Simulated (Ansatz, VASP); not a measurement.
# One calculation of W, two programs

```
W
1.0
    -1.57666    1.57666    1.57666
     1.57666   -1.57666    1.57666
     1.57666    1.57666   -1.57666
W
1
Direct
  0.00000 0.00000 0.00000
```

Alike in both runs: functional PBEsol; k mesh 16 × 16 × 16; occupations gaussian, width 0.1 eV; no spin polarisation.

Ansatz relaxed the structure, and its values are those at the end. VASP's run is a single point on that final structure, the one shown.

|  | VASP | Ansatz |
| --- | --- | --- |
| version | VASP 6.6.1 | Ansatz 0.2.0 |
| potentials or method | VASP PAW PBE potentials, release 64 (W_sv), cutoff 500 eV | scalar-relativistic, plane waves, PAW |
| valence electrons in the cell | 14 | 14 |

```tsv
	VASP	Ansatz	Ansatz less VASP
gap on the k mesh at the Fermi level (eV)	none	none	-
pressure (GPa)	0.6	0.0	-0.58
```

VASP's potentials were made for PBE, not for PBEsol, and Ansatz warns of the same on its side. A gap of «none» marks a metal or a gap that the smearing closes.

Neither program's run includes spin-orbit coupling.
